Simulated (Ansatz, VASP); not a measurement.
This is a calculation of BN for Ansatz 0.2.0.

File input.yaml:

```yaml
crystal:
  lattice:
    - [2.5018037563, 0.0, 0.0]
    - [-1.2509018782, 2.1666256083, 0.0]
    - [0.0, 0.0, 4.1405684416]
  atoms:
    - { symbol: "N", position: [0.3333333333, 0.6666666667, 0.125276] }
    - { symbol: "N", position: [0.6666666667, 0.3333333333, 0.625276] }
    - { symbol: B, position: [0.3333333333, 0.6666666667, 0.499724] }
    - { symbol: B, position: [0.6666666667, 0.3333333333, 0.999724] }
kpoints:
  mp_grid: { grid: [12, 12, 6] }
scf:
  occupations: { method: fermi_dirac, width: 0.05 }
hamiltonian:
  xc: pbesol
  pseudopotentials: { kind: all_electron, lapw: { basis_error: 0.001 } }
output:
  forces: true
  stress: true
  eigenvalues: true
```

Potentials or basis: all-electron LAPW, scalar-relativistic.

Launch:

```bash
$ ansatz run input.yaml --threads 2 --pin off --max-ram 8192MiB --backend cpu --events-out ev --progress --plain --runs-dir out
```

**Question.** Translate it to VASP 6.6.1. Potentials there: VASP PAW PBE potentials, release 64 (N, B).

**Answer.** As run (the cutoff follows the program's own potentials):

File INCAR:

```
ALGO = Normal
EDIFF = 1E-6
ENCUT = 520
GGA = PS
ISIF = 2
ISMEAR = -1
LASPH = T
LCHARG = F
LREAL = F
LWAVE = F
NBANDS = 16
NELM = 100
PREC = Accurate
SIGMA = 0.05
```

The input KPOINTS:

```
k-points
0
Gamma
  12 12 6
```

File POSCAR:

```
BN
1.0
    2.5018037563      0.0000000000      0.0000000000
   -1.2509018782      2.1666256083      0.0000000000
    0.0000000000      0.0000000000      4.1405684416
N B
2 2
Direct
    0.3333333333      0.6666666667      0.1252760000
    0.6666666667      0.3333333333      0.6252760000
    0.3333333333      0.6666666667      0.4997240000
    0.6666666667      0.3333333333      0.9997240000
```

Potentials or basis: VASP PAW PBE potentials, release 64 (N, B).

The run is started by

```sh
$ cat potpaw_PBE.64/N/POTCAR potpaw_PBE.64/B/POTCAR > POTCAR
$ mpirun -np 1 vasp_std > vasp.out
```

Both were run:

|  | VASP | Ansatz | Ansatz less VASP |
| --- | --- | --- | --- |
| gap on the k mesh at the Fermi level (eV) | 4.86 | 4.87 | +0.010 |
| least direct gap on the mesh (eV) | 8.44 | 8.45 | +0.005 |
| pressure (GPa) | 20.2 | 19.4 | -0.76 |
| traceless stress, the component that is largest in VASP (GPa) | -0.22 | -0.17 | +0.042 |
| rms of the force components (eV/Å) | 0.023 | 0.021 | -0.0021 |

VASP's potentials were made for PBE, not for PBEsol. Atom by atom the forces differ by 0.002 eV/Å (rms over components). Ansatz ran all-electron here, and VASP with PAW potentials.
